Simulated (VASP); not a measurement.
# MoS2 (R3m) in VASP: a series of runs, part 2 of 2

VASP 6.6.1.

## (3) Electric field gradients, LDA (volume scaled by 1.04)

INCAR

```
PREC = Accurate ; ENCUT = 520
EDIFF = 1E-8 ; ISMEAR = -1
SIGMA = 0.05 ; LREAL = False
LASPH = True ; NELM = 80
ALGO = Normal ; ISIF = 2
LWAVE = False ; LCHARG = False
GGA = CA ; LEFG = True
NBANDS = 20
```

KPOINTS

```
regular mesh
0
Gamma
  15 15 15
```

POSCAR

```
MoS2
1.0
    1.6023119586      0.9250952406      6.2039093722
   -1.6023119586      0.9250952406      6.2039093722
    0.0000000000     -1.8501904812      6.2039093722
Mo S
1 2
Direct
    0.0000000000      0.0000000000      0.0000000000
    0.7484000000      0.7484000000      0.7484000000
    0.5849000000      0.5849000000      0.5849000000
```

Potentials or basis: VASP PAW LDA potentials, release 64 (Mo_sv, S).

Launch:

```sh
> cat potpaw_LDA.64/Mo_sv/POTCAR potpaw_LDA.64/S/POTCAR > POTCAR
> mpirun -np 1 vasp_std > vasp.out
```

OUTCAR:

```text
PREC = Accurate
   ENCUT = 520
   EDIFF = 1E-8
   ISMEAR = -1
   LREAL = False
   LASPH = True
   NELM = 80
   ISIF = 2
   GGA = CA

 ion  position               nearest neighbor table
   1  0.000  0.000  0.000-   2 2.40   2 2.40   2 2.40   3 2.40   3 2.40   3 2.40
   2  0.748  0.748  0.748-   1 2.40   1 2.40   1 2.40
   3  0.585  0.585  0.585-   1 2.40   1 2.40   1 2.40

  LATTYP: Found a trigonal (rhomboedric) cell.
 ALAT       =     6.4739243365
 COS(alpha) =     0.8774851014

  Lattice vectors:

 A1 = (   1.6023119586,   0.9250952406,   6.2039093722)
 A2 = (  -1.6023119586,   0.9250952406,   6.2039093722)
 A3 = (   0.0000000000,  -1.8501904812,   6.2039093722)

Analysis of symmetry for initial positions (statically):
=====================================================================
 Subroutine PRICEL returns:
[... 749 lines left out ...]
    -1.602311959  0.925095241  6.203909372    -0.312049097  0.180161630  0.053729562
     0.000000000 -1.850190481  6.203909372     0.000000000 -0.360323260  0.053729562

 POSITION                                       TOTAL-FORCE (eV/Angst)
 -----------------------------------------------------------------------------------
      0.00000      0.00000      0.00000         0.000000      0.000000     -0.002445
      0.00000      0.00000     13.92902         0.000000      0.000000      0.151592
      0.00000      0.00000     10.88600         0.000000      0.000000     -0.149147
 -----------------------------------------------------------------------------------
    total drift:                                0.000000      0.000000      0.000033

  FREE ENERGIE OF THE ION-ELECTRON SYSTEM (eV)
  ---------------------------------------------------
  free  energy   TOTEN  =       -24.4083727837 eV

  energy  without entropy=      -24.4083623102  energy(sigma->0) =      -24.40836755

 Electric field gradients (V/A^2)
---------------------------------------------------------------------
 ion       V_xx      V_yy      V_zz      V_xy      V_xz      V_yz
---------------------------------------------------------------------
   1      45.923    45.923   -91.845     0.000    -0.000     0.000
   2      30.576    30.576   -61.152     0.000    -0.000    -0.000
   3      29.929    29.929   -59.857     0.000     0.000     0.000
---------------------------------------------------------------------

 Electric field gradients after diagonalization (V/A^2)
 (convention: |V_zz| > |V_xx| > |V_yy|)
----------------------------------------------------------------------
 ion       V_xx      V_yy      V_zz     asymmetry (V_yy - V_xx)/ V_zz
----------------------------------------------------------------------
   1      45.923    45.923   -91.845       0.000
   2      30.576    30.576   -61.152       0.000
   3      29.929    29.929   -59.857       0.000
----------------------------------------------------------------------

           NMR quadrupolar parameters

 Cq : quadrupolar parameter    Cq=e*Q*V_zz/h
 eta: asymmetry parameters     (V_yy - V_xx)/ V_zz
 Q  : nuclear electric quadrupole moment in mb (millibarn)
----------------------------------------------------------------------
 ion       Cq(MHz)       eta       Q (mb)
----------------------------------------------------------------------
   1      -0.222       0.000       1.000
   2      -0.148       0.000       1.000
   3      -0.145       0.000       1.000
----------------------------------------------------------------------
```

stdout:

```text
POSCAR found type information on POSCAR MoS
 POSCAR found :  2 types and       3 ions
 scaLAPACK will be used
 LDA part: xc-table for (Slater(with rela. corr.)+CA(PZ))
 , standard interpolation
 POSCAR, INCAR and KPOINTS ok, starting setup
 FFT: planning ... GRIDC
 FFT: planning ... GRID_SOFT
 FFT: planning ... GRID
 WAVECAR not read
 entering main loop
ion   1

ion   2

ion   3
```

Wall time 7.7 min (1 thread of Intel Xeon 6975P-C (Granite Rapids), shared host); peak memory 0.52 GiB.

What came out:

- Free energy: -24.4084 eV
- Pressure: -4.4 GPa
- Largest force: 0.152 eV/Å
- Band gap on the k mesh: 0.64 eV, indirect (least direct gap 1.55 eV)

Forces in eV/Å, atoms in the order of the input:
```
Mo   0.000  0.000 -0.002
S    0.000  0.000  0.152
S    0.000  0.000 -0.149
```

Electric field gradients, principal values (V/Å²):
```tsv
atom	least	middle	greatest (by size)
1 Mo	45.923	45.923	-91.845
2 S	30.576	30.576	-61.152
3 S	29.929	29.929	-59.857
```

Caveat: without QUAD_EFG the Cq values of the log hold for a quadrupole moment of 1 mb, not for the nuclei.
